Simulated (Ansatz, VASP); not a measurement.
**Two plane-wave programs on BN**

The input INCAR:

```
ALGO = Normal
EDIFF = 1E-6
ENCUT = 520
GGA = PE
ISIF = 2
ISMEAR = 0
LASPH = T
LCHARG = T
LELF = T
LREAL = F
LVHAR = T
LWAVE = F
NBANDS = 11
NELM = 100
PREC = Accurate
SIGMA = 0.05
```

The input KPOINTS:

```
k-points
0
Gamma
  12 12 12
```

File POSCAR:

```
BN
1.0
    0.0000000000      1.8123485119      1.8123485119
    1.8123485119      0.0000000000      1.8123485119
    1.8123485119      1.8123485119      0.0000000000
B N
1 1
Direct
   -0.0413827691     -0.0413827691      0.0413827691
    0.7500000000      0.7500000000      0.7500000000
```

Input for Ansatz:

```yaml
crystal:
  lattice:
    - [0.0, 1.8123485119, 1.8123485119]
    - [1.8123485119, 0.0, 1.8123485119]
    - [1.8123485119, 1.8123485119, 0.0]
  atoms:
    - { symbol: B, position: [-0.0413827691, -0.0413827691, 0.0413827691] }
    - { symbol: "N", position: [0.75, 0.75, 0.75] }
basis:
  ecutwfc: 420
kpoints:
  mp_grid: { grid: [12, 12, 12] }
hamiltonian:
  xc: pbe
scf:
  occupations: { method: gaussian, width: 0.05 }
output:
  forces: true
  stress: true
  eigenvalues: true
```

Change from the starting cell: all B atoms moved -0.150 Å, as atom 1 along Cartesian [0 0 1].

Alike in both runs: task single point; functional PBE; k mesh 12 × 12 × 12; occupations gaussian, width 0.05 eV; no spin polarisation.

|  | VASP | Ansatz |
| --- | --- | --- |
| version | VASP 6.6.1 | Ansatz 0.2.0 |
| potentials or method | VASP PAW PBE potentials, release 64 (B, N), cutoff 520 eV | scalar-relativistic, plane waves, PAW |
| valence electrons in the cell | 8 | 8 |

VASP gave:

* gap on the k mesh at the Fermi level (eV): 3.14
* least direct gap on the mesh (eV): 7.10
* pressure (GPa): 6.5
* traceless stress, the component that is largest in VASP (GPa): 3.21
* rms of the force components (eV/Å): 1.957

Task: Which values does Ansatz return?

Result: gap on the k mesh at the Fermi level (eV): 3.15; least direct gap on the mesh (eV): 7.10; pressure (GPa): 6.4; traceless stress, the component that is largest in VASP (GPa): 2.91; rms of the force components (eV/Å): 1.949.

Atom by atom the forces differ by 0.008 eV/Å (rms over components). The functional is the same, so the differences come from potentials, cutoffs and numerics.
